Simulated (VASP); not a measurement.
Cu, 6 atoms in the cell. The cell holds a slab with vacuum, 6 atoms: a = 2.567 Å, b = 2.567 Å, c = 26.478 Å, α = 90.00°, β = 90.00°, γ = 120.00°. 

| Item | Value |
| --- | --- |
| Program | VASP 6.6.1 |
| Task | single point |
| Functional | PBE |
| Potentials or basis | VASP PAW PBE potentials, release 64 (Cu) |
| Cutoff | 520 eV |
| k mesh | 15 × 15 × 1 |
| Occupations | fermi-dirac, width 0.1 eV |
| Spin | no spin polarisation |
| Dipole correction | yes |
| Further INCAR settings | ALGO = Normal; EDIFF = 1e-06; NBANDS = 42 |

Potentials or basis: VASP PAW PBE potentials, release 64 (Cu).

Command:

```console
$ cat potpaw_PBE.64/Cu/POTCAR > POTCAR
$ mpirun -np 1 vasp_std > vasp.out
```

Hardware: 1 thread of Intel Xeon 6975P-C, with other jobs on the host.

Question: Estimate the wall time of this run.

Answer: It took 4.9 min on 1 thread of Intel Xeon 6975P-C, with other jobs on the host, peak memory 0.33 GiB. Counts: scf iterations 24, k points 27.
